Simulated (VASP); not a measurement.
Set up this calculation in VASP 6.6.1, as the native input.

```
Task                   : relaxation of cell and atoms
Functional             : LDA
Potentials or basis    : VASP PAW LDA potentials, release 64 (W_sv)
Cutoff                 : 600 eV
k mesh                 : 8 × 8 × 8
Occupations            : gaussian, width 0.1 eV
Spin                   : no spin polarisation
Dipole correction      : no
Further INCAR settings : ALGO = Fast; EDIFF = 1e-07; IBRION = 2; EDIFFG = -0.05; NSW = 100; ISIF = 3
```

The structure of W lies in POSCAR:

```
W
1.0
   -1.5851577800      1.5851577800      1.5851577800
    1.5851577800     -1.5851577800      1.5851577800
    1.5851577800      1.5851577800     -1.5851577800
W
1
Direct
    0.0000000000      0.0000000000      0.0000000000
```

One way to write it, as run:

INCAR

```
SYSTEM = W
ALGO = Fast ; EDIFF = 1E-7
EDIFFG = -0.05 ; ENCUT = 600
IBRION = 2 ; ISIF = 3
ISMEAR = 0 ; LASPH = .TRUE.
LCHARG = .FALSE. ; LREAL = .FALSE.
LWAVE = .FALSE. ; NELM = 80
NSW = 100 ; PREC = Accurate
SIGMA = 0.1
```

KPOINTS

```
k-points
0
G
  8 8 8
  0 0 0
```

Potentials or basis: VASP PAW LDA potentials, release 64 (W_sv).

Launch:

```bash
$ cat potpaw_LDA.64/W_sv/POTCAR > POTCAR
$ mpirun -np 1 vasp_std > vasp.out
```

It gave:

* Relaxed volume: 15.55 Å³/atom
* Relaxed cell: a = 2.724 Å, b = 2.724 Å, c = 2.724 Å, α = 109.47°, β = 109.47°, γ = 109.47°
* Space group after relaxing (to 0.05 Å): Im-3m (No. 229)
* Energy gained by relaxing: 10.2 meV/atom
* Ionic steps: 3
* Pressure after relaxing: -0.4 GPa
* Band gap on the k mesh: zero (band 7 reaches 16.88 eV, above the bottom of band 8 at 10.30 eV)

Caveat: spin-orbit coupling is left out, which moves the levels of the heavy elements.

Wall time 13 s on 1 thread of Intel(R) Xeon(R) 6975P-C (Granite Rapids) (shared host), peak memory 0.13 GiB.
